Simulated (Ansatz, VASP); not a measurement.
C: VASP beside Ansatz

File POSCAR:

```
C
1.0
    3.5602834153      0.0000000000      0.0000000000
    0.0000000000     -3.5602834153      0.0000000000
    0.0000000000      0.0000000000     -3.5602834153
C
8
Direct
    0.4935134347      0.0064865653      0.0064865653
    0.0000000000      0.5000000000      0.0000000000
    0.0000000000      0.0000000000      0.5000000000
    0.5000000000      0.5000000000      0.5000000000
    0.7500000000      0.7500000000      0.7500000000
    0.2500000000      0.2500000000      0.7500000000
    0.2500000000      0.7500000000      0.2500000000
    0.7500000000      0.2500000000      0.2500000000
```

INCAR.step1

```
SYSTEM = C
  PREC = Accurate
  ENCUT = 910
  ISMEAR = 0
  SIGMA = 0.05
  LREAL = .FALSE.
  LASPH = .TRUE.
  NELM = 120
  NBANDS = 26
  GGA = PE
  ALGO = Normal
  EDIFF = 1E-5
  LWAVE = .TRUE.
  LCHARG = .FALSE.
  GGA_COMPAT = .FALSE.
```

The input INCAR.step2:

```
SYSTEM = C
  PREC = Accurate
  ENCUT = 910
  EDIFF = 1E-6
  ISMEAR = 0
  SIGMA = 0.05
  LREAL = .FALSE.
  LASPH = .TRUE.
  NELM = 120
  ALGO = Normal
  ISIF = 2
  LWAVE = .FALSE.
  LCHARG = .FALSE.
  METAGGA = R2SCAN
  LMIXTAU = .TRUE.
  NBANDS = 26
  ISTART = 1
  GGA_COMPAT = .FALSE.
```

KPOINTS

```
Automatic mesh
0
G
  6 6 6
  0 0 0
```

Input for Ansatz:

```yaml
crystal:
  lattice:
    - [3.5602834153, 0.0, 0.0]
    - [0.0, -3.5602834153, 0.0]
    - [0.0, 0.0, -3.5602834153]
  atoms:
    - { symbol: C, position: [0.4935134347, 0.0064865653, 0.0064865653] }
    - { symbol: C, position: [0.0, 0.5, 0.0] }
    - { symbol: C, position: [0.0, 0.0, 0.5] }
    - { symbol: C, position: [0.5, 0.5, 0.5] }
    - { symbol: C, position: [0.75, 0.75, 0.75] }
    - { symbol: C, position: [0.25, 0.25, 0.75] }
    - { symbol: C, position: [0.25, 0.75, 0.25] }
    - { symbol: C, position: [0.75, 0.25, 0.25] }
basis:
  ecutwfc: 500
kpoints:
  mp_grid: { grid: [6, 6, 6] }
hamiltonian:
  xc: r2scan
scf:
  occupations: { method: gaussian, width: 0.05 }
output:
  forces: true
  stress: true
  eigenvalues: true
```

Alike in both runs: task single point; functional r2SCAN; k mesh 6 × 6 × 6; occupations gaussian, width 0.05 eV; no spin polarisation.

```csv
,VASP,Ansatz
version,VASP 6.6.1,Ansatz 0.2.0
potentials or method,"VASP PAW PBE potentials, release 64 (C_h), cutoff 910 eV","scalar-relativistic, plane waves, PAW"
valence electrons in the cell,32,32
```

VASP gave:

- gap on the k mesh at the Fermi level (eV): 4.19
- least direct gap on the mesh (eV): 4.61
- rms of the force components (eV/Å): 0.403

**Question.** Estimate Ansatz's values.

**Answer.** gap on the k mesh at the Fermi level (eV): 4.19; least direct gap on the mesh (eV): 4.61; rms of the force components (eV/Å): 0.404.

VASP's potentials were made for PBE, not for r2SCAN. Atom by atom the forces differ by 0.001 eV/Å (rms over components).

Noted on VASP's run: the cutoff is short for stress, so the pressure is rough.
